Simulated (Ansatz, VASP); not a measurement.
SiO2: VASP beside Ansatz

```
CELL_PARAMETERS angstrom
0.00000 2.29036 2.29036
2.29036 0.00000 2.29036
2.29036 2.29036 0.00000
ATOMIC_POSITIONS crystal
Si 0.00000 0.00000 0.00000
O 0.25000 0.25000 0.25000
O 0.75000 0.75000 0.75000
```

Alike in both runs: task electric field gradients; functional PBE; k mesh 12 × 12 × 12; occupations fermi-dirac, width 0.05 eV; no spin polarisation.

|  | VASP | Ansatz |
| --- | --- | --- |
| version | VASP 6.6.1 | Ansatz 0.2.0 |
| potentials or method | VASP PAW PBE potentials, release 64 (Si, O), cutoff 520 eV | all-electron PAW with datasets made for the crystal, scalar-relativistic |

Ansatz gave:

| Item | Value |
| --- | --- |
| pressure (GPa) | 0.2 |

Question: What did VASP give for the same quantities?

Answer: Pressure (GPa): 0.4.

Ansatz ran all-electron here, and VASP with PAW potentials.
